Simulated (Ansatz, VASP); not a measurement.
## One calculation of ZnS, two programs

```
Zn S
1.0
     3.72991    0.00000    0.00000
    -1.86496    3.23020    0.00000
     0.00000    0.00000   12.21121
Zn S
4 4
Cartesian
  0.0000 0.0000 0.0012
  0.0000 0.0000 6.1068
  0.0000 2.1535 3.0536
  1.8650 1.0767 9.1592
  0.0000 0.0000 2.2865
  0.0000 0.0000 8.3921
  0.0000 2.1535 5.3436
  1.8650 1.0767 11.4492
```

Alike in both runs: task single point; functional r2SCAN; k mesh 6 × 6 × 2; no spin polarisation.

|  | VASP | Ansatz |
| --- | --- | --- |
| version | VASP 6.6.1 | Ansatz 0.2.0 |
| potentials or method | VASP PAW PBE potentials, release 64 (Zn, S) | plane waves, PAW |
| plane-wave cutoff (eV) | 520 | 500 |
| occupations | gaussian, width 0.01 eV | fixed |
| valence electrons in the cell | 72 | 72 |

```csv
,VASP,Ansatz,Ansatz less VASP
gap on the k mesh at the Fermi level (eV),3.05,3.04,-0.016
pressure (GPa),5.7,5.6,-0.04
rms of the force components (eV/Å),0.014,0.007,-0.0074
```

VASP's potentials were made for PBE, not for r2SCAN. Atom by atom the forces differ by 0.007 eV/Å (rms over components).
